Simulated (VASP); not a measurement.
The system is NaH.

```xyz
2
Lattice="0.0000 2.3975 2.3975 2.3975 0.0000 2.3975 2.3975 2.3975 0.0000" Properties=species:S:1:pos:R:3 pbc="T T T"
Na    0.0000    0.0000    0.0000
H     2.3975    2.3975    2.3975
```

Program: VASP 6.6.1. Alike in all runs: task single point; potentials or basis VASP PAW PBE potentials, release 64 (Na_pv, H); no spin polarisation; cell as given; smearing gaussian 0.01 eV. Hardware: 1 thread of Intel(R) Xeon(R) Platinum 8488C (Sapphire Rapids), with other jobs on the host.

Q: Order these runs on this cell by their wall time, lowest first.
A. level r2SCAN; k mesh 8 × 8 × 8; cutoff (eV) 550
B. level PBE; k mesh 8 × 8 × 8; cutoff (eV) 500
C. level r2SCAN; k mesh 4 × 4 × 4; cutoff (eV) 550

A: B (7.3 s), C (15 s), A (38 s).

Caveats: some runs use coarse meshes.
